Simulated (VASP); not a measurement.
# TaN (I4/mmm) in VASP: notebook

The runs below take TaN through single point, with PBEsol.

All numbers are computed with VASP 6.6.1; they aren't measurements. Logs are shortened: lines on timing, memory, paths and dates and some standing lists are left out, and cuts for length are marked.

## Step 1: The cell of the first run

It takes space group I4/mmm (No. 139, tetragonal). The conventional cell has a = 3.094 Å, b = 3.094 Å, c = 4.244 Å, α = 90.00°, β = 90.00°, γ = 90.00°. Ta (site symmetry 4/mmm) has 6 N at 2.12 to 2.19 Å within 2.8 Å. N (site symmetry 4/mmm) has 6 Ta at 2.12 to 2.19 Å within 2.8 Å.

## Step 2: Single point, PBEsol (strain along c alone, the other axes held: -3.0 %)

Input file INCAR:

```
SYSTEM = TaN
PREC     = Accurate       ! precision mode
ENCUT    = 520            ! plane-wave cutoff, eV
EDIFF    = 1E-7           ! SCF threshold, eV
ISMEAR   = 0              ! smearing method
SIGMA    = 0.1            ! smearing width, eV
LREAL    = .FALSE.        ! projectors in reciprocal space
LASPH    = .TRUE.         ! aspherical terms in the spheres
NELM     = 60             ! most SCF steps
ALGO     = Normal         ! electronic algorithm
ISIF     = 2              ! what is computed and relaxed
LWAVE    = .FALSE.        ! write WAVECAR
LCHARG   = .FALSE.        ! write CHGCAR
GGA      = PS             ! functional
NBANDS   = 24             ! bands
```

Input file KPOINTS:

```
regular mesh
0
G
  16 16 12
  0 0 0
```

Input file POSCAR:

```
TaN
1.0
    2.1878447014      2.1878447014      0.0000000000
   -2.1878447014      2.1878447014      0.0000000000
    0.0000000000      0.0000000000      4.2444187207
Ta N
2 2
Direct
    0.5000000000      0.5000000000      0.0000000000
    0.0000000000      0.0000000000      0.5000000000
    0.0000000000      0.0000000000      0.0000000000
    0.5000000000      0.5000000000      0.5000000000
```

Potentials or basis: VASP PAW PBE potentials, release 64 (Ta_pv, N).

The run is started by

```bash
cat potpaw_PBE.64/Ta_pv/POTCAR potpaw_PBE.64/N/POTCAR > POTCAR
mpirun -np 1 vasp_std > vasp.out
```

OUTCAR:

```text
SYSTEM = TaN
   PREC = Accurate
   ENCUT = 520
   EDIFF = 1E-7
   ISMEAR = 0
   LREAL = .FALSE.
   LASPH = .TRUE.
   NELM = 60
   ISIF = 2
   GGA = PS

 ion  position               nearest neighbor table
   1  0.500  0.500  0.000-   4 2.12   4 2.12   3 2.19   3 2.19   3 2.19   3 2.19   2 3.05   2 3.05
                             2 3.05   2 3.05   2 3.05   2 3.05   2 3.05   2 3.05
   2  0.000  0.000  0.500-   3 2.12   3 2.12   4 2.19   4 2.19   4 2.19   4 2.19   1 3.05   1 3.05
                             1 3.05   1 3.05   1 3.05   1 3.05   1 3.05   1 3.05
   3  0.000  0.000  0.000-   2 2.12   2 2.12   1 2.19   1 2.19   1 2.19   1 2.19
   4  0.500  0.500  0.500-   1 2.12   1 2.12   2 2.19   2 2.19   2 2.19   2 2.19

  LATTYP: Found a simple tetragonal cell.
 ALAT       =     3.0940796491
 C/A-ratio  =     1.3717871555

  Lattice vectors:

 A1 = (   2.1878447014,   2.1878447014,   0.0000000000)
 A2 = (  -2.1878447014,   2.1878447014,   0.0000000000)
 A3 = (   0.0000000000,   0.0000000000,   4.2444187207)

Analysis of symmetry for initial positions (statically):
=====================================================================
 Subroutine PRICEL returns following result:

  LATTYP: Found a body centered tetragonal cell.
 ALAT       =     3.0940796491
 C/A-ratio  =     1.3717871555

  Lattice vectors:

 A1 = (   0.0000000000,  -2.1878447014,  -2.1222093603)
 A2 = (   0.0000000000,   2.1878447014,  -2.1222093603)
 A3 = (   2.1878447014,   0.0000000000,   2.1222093603)

   2 primitive cells build up your supercell.

 Routine SETGRP: Setting up the symmetry group for a
 simple tetragonal supercell.

 Subroutine GETGRP returns: Found 16 space group operations
 (whereof 16 operations were pure point group operations)
 out of a pool of 16 trial point group operations.

The static configuration has the point symmetry D_4h.

Analysis of symmetry for dynamics (positions and initial velocities):
=====================================================================
 Subroutine PRICEL returns following result:

  LATTYP: Found a body centered tetragonal cell.
 ALAT       =     3.0940796491
 C/A-ratio  =     1.3717871555

  Lattice vectors:

 A1 = (   0.0000000000,  -2.1878447014,  -2.1222093603)
 A2 = (   0.0000000000,   2.1878447014,  -2.1222093603)
 A3 = (   2.1878447014,   0.0000000000,   2.1222093603)

   2 primitive cells build up your supercell.

 Routine SETGRP: Setting up the symmetry group for a
 simple tetragonal supercell.

 Subroutine GETGRP returns: Found 16 space group operations
 (whereof 16 operations were pure point group operations)
 out of a pool of 16 trial point group operations.

The dynamic configuration has the point symmetry D_4h.

 Subroutine INISYM returns: Found 16 space group operations
 (whereof 16 operations are pure point group operations),
 and found     2 'primitive' translations

----------------------------------------------------------------------------------------

                                     Primitive cell

  volume of cell :      20.3166

  direct lattice vectors                    reciprocal lattice vectors
     0.000000000 -2.187844701 -2.122209360     0.228535416 -0.228535416 -0.235603522
     0.000000000  2.187844701 -2.122209360     0.228535416  0.228535416 -0.235603522
     2.187844701  0.000000000  2.122209360     0.457070833  0.000000000  0.000000000

  length of vectors
     3.048021819  3.048021819  3.048021819     0.399957364  0.399957364  0.457070833

  position of ions in fractional coordinates (direct lattice)
     0.500000000  0.500000000  0.000000000
     0.000000000  0.000000000  0.000000000

  ion indices of the primitive-cell ions
   primitive index   ion index
                 1           1
                 2           4

----------------------------------------------------------------------------------------

 KPOINTS: regular mesh

Automatic generation of k-mesh.
 Grid dimensions read from file:
 generate k-points for:   16   16   12

 Generating k-lattice:

  Cartesian coordinates                     Fractional coordinates (reciprocal lattice)
     0.014283464  0.014283464  0.000000000     0.062500000  0.000000000  0.000000000
    -0.014283464  0.014283464  0.000000000     0.000000000  0.062500000  0.000000000
     0.000000000  0.000000000  0.019633627     0.000000000  0.000000000  0.083333333

  Length of vectors
     0.020199868  0.020199868  0.019633627

  Shift w.r.t. Gamma in fractional coordinates (k-lattice)
     0.000000000  0.000000000  0.000000000

 Subroutine IBZKPT returns following result:
 ===========================================

 Found    315 irreducible k-points:

 Following reciprocal coordinates:
            Coordinates               Weight
  0.000000  0.000000  0.000000      1.000000
  0.062500  0.000000  0.000000      4.000000
  0.125000  0.000000  0.000000      4.000000
  0.187500  0.000000  0.000000      4.000000
  0.250000  0.000000  0.000000      4.000000
[... 36 lines left out ...]
   EMIN   =  10.00;   EMAX   =-10.00  energy-range for DOS
   EFERMI =   0.00;   METHOD = LEGACY
   ISMEAR =     0;   SIGMA  =   0.10  broadening in eV -4-tet -1-fermi 0-gaus
   EFERMI_NEDOS =   21; number of points for ismear=-14 and -15
   IALGO  =     38    algorithm
   IMIX   =      4    mixing-type and parameters
     AMIX     =   0.40;   BMIX     =  1.00
     AMIX_MAG =   1.60;   BMIX_MAG =  1.00
  volume/ion in A,a.u.               =      10.16        68.55
  Fermi-wavevector in a.u.,A,eV,Ry     =   1.511812  2.856910 31.097138  2.285575
  Thomas-Fermi vector in A             =   2.621819
   LORBIT       =      0    0 simple, 1 ext, 2 COOP (PROOUT), +10 PAW based schemes
   GGA     = PS    functional components
   LHFCALC =     F    Hartree Fock is set to
   AEXX    =    0.0000 exact exchange contribution
   IVDW    =     0    specifies the selected vdW correction
   LEPSILON=     F    determine dielectric tensor
   LRPA    =     F    only Hartree local field effects (RPA)
 non-spin polarized calculation
 Gauss-broadening in eV      SIGMA  =   0.10
  energy-cutoff  :      520.00
  volume of cell :       40.63
 maximum number of plane-waves:      1120
 NGX is ok and might be reduce to    24
   NGX = 11   NGY = 11   NGZ = 15

 number of electron      32.0000001 magnetization

 Free energy of the ion-electron system (eV)
  ---------------------------------------------------
  ext. energy  EPLUGINS =         0.00000000
  ---------------------------------------------------
  free energy    TOTEN  =       -46.31540074 eV

  energy without entropy =      -46.30871990  energy(sigma->0) =      -46.31206032

 E-fermi :   9.8875     XC(G=0): -13.8401

 val. band max:        9.8738805700   @ k =   0.3750   0.0000   0.3333
 cond. band min:       9.8896956247   @ k =   0.3125   0.1875   0.3333
 fundamental gap:      0.0158150547
 Fermi energy:         9.8875109137

 k-point     1 :       0.0000    0.0000    0.0000
  band No.  band energies     occupation
      1     -26.5810      2.00000
      2     -26.0839      2.00000
      3     -26.0839      2.00000
      4     -25.7144      2.00000
      5     -25.7144      2.00000
      6     -25.7094      2.00000
[... 16 lines left out ...]
     23      13.7271      0.00000
     24      13.7271      0.00000

 k-point     2 :       0.0625    0.0000    0.0000
  band No.  band energies     occupation
      1     -26.5714      2.00000
      2     -26.1001      2.00000
      3     -26.0781      2.00000
      4     -25.7390      2.00000
      5     -25.7164      2.00000
      6     -25.7155      2.00000
[... 16 lines left out ...]
     23      13.6141      0.00000
     24      13.6483      0.00000

 k-point     3 :       0.1250    0.0000    0.0000
  band No.  band energies     occupation
      1     -26.5431      2.00000
      2     -26.1455      2.00000
      3     -26.0611      2.00000
      4     -25.8089      2.00000
      5     -25.7371      2.00000
      6     -25.7190      2.00000
[... 16 lines left out ...]
     23      13.3111      0.00000
     24      13.4178      0.00000
[... 514 lines left out ...]
 k-point    23 :       0.4375    0.1250    0.0000
  band No.  band energies     occupation
      1     -26.4271      2.00000
      2     -26.3693      2.00000
      3     -26.1836      2.00000
      4     -26.0253      2.00000
      5     -25.9188      2.00000
      6     -25.8484      2.00000
[... 16 lines left out ...]
     23      15.2379      0.00000
     24      16.7029      0.00000

 k-point    24 :       0.5000    0.1250    0.0000
  band No.  band energies     occupation
      1     -26.4162      2.00000
      2     -26.4162      2.00000
      3     -26.1031      2.00000
      4     -26.1031      2.00000
      5     -25.8810      2.00000
      6     -25.8810      2.00000
[... 16 lines left out ...]
     23      16.2009      0.00000
     24      16.2009      0.00000

 [... further k-points ...]

------------------------ aborting loop because EDIFF is reached ----------------------------------------

  FORCE on cell =-STRESS in cart. coord.  units (eV):
  Direction    XX          YY          ZZ          XY          YZ          ZX
  --------------------------------------------------------------------------------------
  -------------------------------------------------------------------------------------
  Total        1.5285894      1.5285894      7.3272673      0.0000000      0.0000000      0.0000000
  in kB       60.2726413     60.2726413    288.9158843      0.0000000      0.0000000      0.0000000
  external PRESSURE =     136.4870557 kB  Pullay stress =       0.0000000 kB

 VOLUME and BASIS-vectors are now :
 -----------------------------------------------------------------------------
  energy-cutoff  :      520.00
  volume of cell :       40.63
      direct lattice vectors                 reciprocal lattice vectors
     2.187844701  2.187844701  0.000000000     0.228535416  0.228535416  0.000000000
    -2.187844701  2.187844701  0.000000000    -0.228535416  0.228535416  0.000000000
     0.000000000  0.000000000  4.244418721     0.000000000  0.000000000  0.235603522

 POSITION                                       TOTAL-FORCE (eV/Angst)
 -----------------------------------------------------------------------------------
      0.00000      2.18784      0.00000         0.000000     -0.000000      0.000000
      0.00000      0.00000      2.12221        -0.000000      0.000000     -0.000000
      0.00000      0.00000      0.00000        -0.000000     -0.000000     -0.000000
      0.00000      2.18784      2.12221         0.000000      0.000000     -0.000000
 -----------------------------------------------------------------------------------
    total drift:                                0.000000     -0.000000     -0.000000

  FREE ENERGIE OF THE ION-ELECTRON SYSTEM (eV)
  ---------------------------------------------------
  free  energy   TOTEN  =       -46.3154007417 eV

  energy  without entropy=      -46.3087198962  energy(sigma->0) =      -46.31206032
```

Wall time 100 s (1 thread of Intel Xeon 6975P-C (Granite Rapids), shared host); peak memory 0.35 GiB.

What came out:

| Property | Result |
| --- | --- |
| Free energy | -46.3154 eV |
| Pressure | 13.6 GPa |
| Band gap on the k mesh | zero (bands 16 and 17 overlap by 4.28 eV) |

Stress tensor (GPa, compression positive):
```
 6.03  0.00  0.00
 0.00  6.03  0.00
 0.00  0.00 28.89
```

Levels at points of the mesh, in eV from the Fermi level:
```tsv
k point	band 14	band 15	band 16	band 17	band 18	band 19
(0.00, 0.00, 0.00)	-3.97	-3.80	-2.37	-2.37	-1.98	-0.18
(0.50, 0.00, 0.00)	-6.61	0.31	0.31	0.52	0.52	1.76
(0.50, 0.50, 0.00)	-4.73	-4.57	-4.57	2.18	2.18	3.63
(0.00, 0.00, 0.50)	-5.23	-4.31	-4.31	0.92	0.92	1.97
(0.50, 0.00, 0.50)	-7.92	1.91	1.91	2.21	2.21	2.22
(0.50, 0.50, 0.50)	-7.10	0.16	0.16	0.16	0.16	3.65
```

Caveat: the cell differs from its parent crystal (strain along c alone, the other axes held: -3.0 %); the stress differs along the axes, from 6 to 29 GPa; the PAW data sets were made with another functional, which shifts forces and pressure a little; spin-orbit coupling is left out, which moves the levels of the heavy elements.

## Step 3: Single point, PBEsol (strain along c alone, the other axes held: -1.5 %)

Input file INCAR:

```
SYSTEM = TaN
ALGO = Normal
EDIFF = 1E-6
ENCUT = 520
GGA = PS
ISIF = 2
ISMEAR = 0
LASPH = .TRUE.
LCHARG = .FALSE.
LREAL = .FALSE.
LWAVE = .FALSE.
NBANDS = 24
NELM = 60
PREC = Accurate
SIGMA = 0.1
```

Input file KPOINTS:

```
k-points
0
G
  16 16 12
  0 0 0
```

Changes to POSCAR since step 2:

```diff
@@ -4,3 +4,3 @@
    -2.1878447014      2.1878447014      0.0000000000
-    0.0000000000      0.0000000000      4.2444187207
+    0.0000000000      0.0000000000      4.3100540618
 Ta N
```

Potentials or basis: VASP PAW PBE potentials, release 64 (Ta_pv, N).

The run is started by

```bash
cat potpaw_PBE.64/Ta_pv/POTCAR potpaw_PBE.64/N/POTCAR > POTCAR
mpirun -np 1 vasp_std > vasp.out
```

It took 82 s on 1 thread of Intel Xeon 6975P-C (Granite Rapids), shared host; peak memory 0.36 GiB.

Results (log left out):

```
Free energy            : -46.3969 eV
Pressure               : 6.8 GPa
Band gap on the k mesh : zero (bands 16 and 17 overlap by 4.21 eV)
```

Stress tensor (GPa, compression positive):
```
 3.69  0.00  0.00
 0.00  3.69  0.00
 0.00  0.00 13.17
```

Levels at points of the mesh, in eV from the Fermi level:
```
           k point  band 14  band 15  band 16  band 17  band 18  band 19
(0.00, 0.00, 0.00)    -3.90    -3.82    -2.27    -2.27    -2.08    -0.07
(0.50, 0.00, 0.00)    -6.66     0.36     0.36     0.59     0.59     1.78
(0.50, 0.50, 0.00)    -4.69    -4.61    -4.61     2.18     2.18     3.64
(0.00, 0.00, 0.50)    -5.08    -4.26    -4.26     0.95     0.95     1.82
(0.50, 0.00, 0.50)    -7.80     1.94     1.94     2.07     2.07     2.13
(0.50, 0.50, 0.50)    -6.97    -0.02    -0.02    -0.02    -0.02     3.66
```

Caveat: the cell differs from its parent crystal (strain along c alone, the other axes held: -1.5 %); the stress differs along the axes, from 4 to 13 GPa; the PAW data sets were made with another functional, which shifts forces and pressure a little; spin-orbit coupling is left out, which moves the levels of the heavy elements.

## Step 4: Single point, PBEsol (strain along c alone, the other axes held: +1.5 %)

Input file INCAR:

```
PREC = Accurate
ENCUT = 520
EDIFF = 1E-6
ISMEAR = 0
SIGMA = 0.1
LREAL = False
LASPH = True
NELM = 60
ALGO = Normal
ISIF = 2
LWAVE = False
LCHARG = True
GGA = PS
LELF = True
LVHAR = True
NBANDS = 24
```

Input file KPOINTS:

```
regular mesh
0
Gamma
  16 16 12
```

Changes to POSCAR since step 3:

```diff
@@ -4,3 +4,3 @@
    -2.1878447014      2.1878447014      0.0000000000
-    0.0000000000      0.0000000000      4.3100540618
+    0.0000000000      0.0000000000      4.4413247438
 Ta N
```

The run is started by

```bash
cat potpaw_PBE.64/Ta_pv/POTCAR potpaw_PBE.64/N/POTCAR > POTCAR
mpirun -np 1 vasp_std > vasp.out
```

It took 94 s on 1 thread of Intel Xeon 6975P-C (Granite Rapids), shared host; peak memory 0.37 GiB.

Results (log left out):

| Quantity | Value |
| --- | --- |
| Free energy | -46.4091 eV |
| Pressure | -4.1 GPa |
| Band gap on the k mesh | zero (bands 16 and 17 overlap by 3.92 eV) |

Stress tensor (GPa, compression positive):
```
-1.55  0.00  0.00
 0.00 -1.55  0.00
 0.00  0.00 -9.06
```

Levels at points of the mesh, in eV from the Fermi level:
| k point | band 12 | band 13 | band 14 | band 15 | band 16 | band 17 | band 18 | band 19 | band 20 | band 21 |
| --- | --- | --- | --- | --- | --- | --- | --- | --- | --- | --- |
| (0.00, 0.00, 0.00) | -4.56 | -3.83 | -3.77 | -3.77 | -2.24 | -2.06 | -2.06 | -0.12 | 0.14 | 1.60 |
| (0.50, 0.00, 0.00) | -7.25 | -6.73 | -6.73 | 0.48 | 0.48 | 0.74 | 0.74 | 1.75 | 1.75 | 2.76 |
| (0.50, 0.50, 0.00) | -5.50 | -4.66 | -4.66 | -4.60 | -4.60 | 2.09 | 2.09 | 3.47 | 3.47 | 3.67 |
| (0.00, 0.00, 0.50) | -4.79 | -4.79 | -4.79 | -4.16 | -4.16 | 1.02 | 1.02 | 1.57 | 1.57 | 1.57 |
| (0.50, 0.00, 0.50) | -7.58 | -7.58 | -7.58 | 1.86 | 1.86 | 1.95 | 1.95 | 2.04 | 2.04 | 3.81 |
| (0.50, 0.50, 0.50) | -6.71 | -6.71 | -6.71 | -0.32 | -0.32 | -0.32 | -0.32 | 3.68 | 3.68 | 4.26 |

Caveat: the cell differs from its parent crystal (strain along c alone, the other axes held: +1.5 %); the stress differs along the axes, from -9 to -2 GPa; the PAW data sets were made with another functional, which shifts forces and pressure a little; spin-orbit coupling is left out, which moves the levels of the heavy elements.

## Step 5: Single point, PBEsol (strain along c alone, the other axes held: +3.0 %)

Input file INCAR:

```
SYSTEM = TaN
PREC = Accurate
ENCUT = 520
EDIFF = 1E-7
ISMEAR = 0
SIGMA = 0.1
LREAL = .FALSE.
LASPH = .TRUE.
NELM = 60
ALGO = Normal
ISIF = 2
LWAVE = .FALSE.
LCHARG = .FALSE.
GGA = PS
NBANDS = 24
```

Input file KPOINTS:

```
regular mesh
0
G
  16 16 12
  0 0 0
```

Changes to POSCAR since step 4:

```diff
@@ -4,3 +4,3 @@
    -2.1878447014      2.1878447014      0.0000000000
-    0.0000000000      0.0000000000      4.4413247438
+    0.0000000000      0.0000000000      4.5069600849
 Ta N
```

The run is started by

```bash
cat potpaw_PBE.64/Ta_pv/POTCAR potpaw_PBE.64/N/POTCAR > POTCAR
mpirun -np 1 vasp_std > vasp.out
```

Run time: 1.8 min. Hardware: 1 thread of Intel Xeon 6975P-C (Granite Rapids), shared host; peak memory 0.37 GiB.

It converged, with:

| Property | Result |
| --- | --- |
| Free energy | -46.3575 eV |
| Pressure | -8.3 GPa |
| Band gap on the k mesh | zero (bands 16 and 17 overlap by 3.73 eV) |

Stress tensor (GPa, compression positive):
```
 -3.89   0.00   0.00
  0.00  -3.89   0.00
  0.00   0.00 -17.20
```

Levels at points of the mesh, in eV from the Fermi level:
```csv
k point,band 12,band 13,band 14,band 15,band 16,band 17,band 18,band 19,band 20,band 21
"(0.00, 0.00, 0.00)",-4.48,-3.83,-3.71,-3.71,-2.32,-1.96,-1.96,-0.34,0.23,1.61
"(0.50, 0.00, 0.00)",-7.19,-6.75,-6.75,0.53,0.53,0.81,0.81,1.67,1.67,2.56
"(0.50, 0.50, 0.00)",-5.40,-4.67,-4.67,-4.57,-4.57,2.00,2.00,3.29,3.29,3.69
"(0.00, 0.00, 0.50)",-4.67,-4.67,-4.67,-4.11,-4.11,1.06,1.06,1.47,1.47,1.47
"(0.50, 0.00, 0.50)",-7.49,-7.48,-7.48,1.78,1.78,1.91,1.91,2.06,2.06,3.75
"(0.50, 0.50, 0.50)",-6.59,-6.59,-6.59,-0.46,-0.46,-0.46,-0.46,3.70,3.70,4.29
```

Caveat: the cell differs from its parent crystal (strain along c alone, the other axes held: +3.0 %); the stress differs along the axes, from -17 to -4 GPa; the PAW data sets were made with another functional, which shifts forces and pressure a little; spin-orbit coupling is left out, which moves the levels of the heavy elements.

## Step 6: Summary

```tsv
cell	gap on the mesh (eV)	pressure (GPa)
a = 3.094, b = 3.094, c = 4.244 Å, 4 atoms	none	13.6
a = 3.094, b = 3.094, c = 4.310 Å, 4 atoms	none	6.8
a = 3.094, b = 3.094, c = 4.441 Å, 4 atoms	none	-4.1
a = 3.094, b = 3.094, c = 4.507 Å, 4 atoms	none	-8.3
```

Alike in all rows: task single point; level PBEsol; potentials or basis VASP PAW PBE potentials, release 64 (Ta_pv, N); no spin polarisation; k mesh 16 × 16 × 12; cutoff (eV) 520; smearing gaussian 0.1 eV.

Caveats: the PAW data sets were made with another functional, which shifts forces and pressure a little; spin-orbit coupling is left out, which moves the levels of the heavy elements; the stress differs along the axes, from 6 to 29 GPa (at least some runs); the stress differs along the axes, from 4 to 13 GPa (at least some runs); the stress differs along the axes, from -9 to -2 GPa (at least some runs); the stress differs along the axes, from -17 to -4 GPa (at least some runs).

Absolute energies hang on the potentials; compare differences alone.
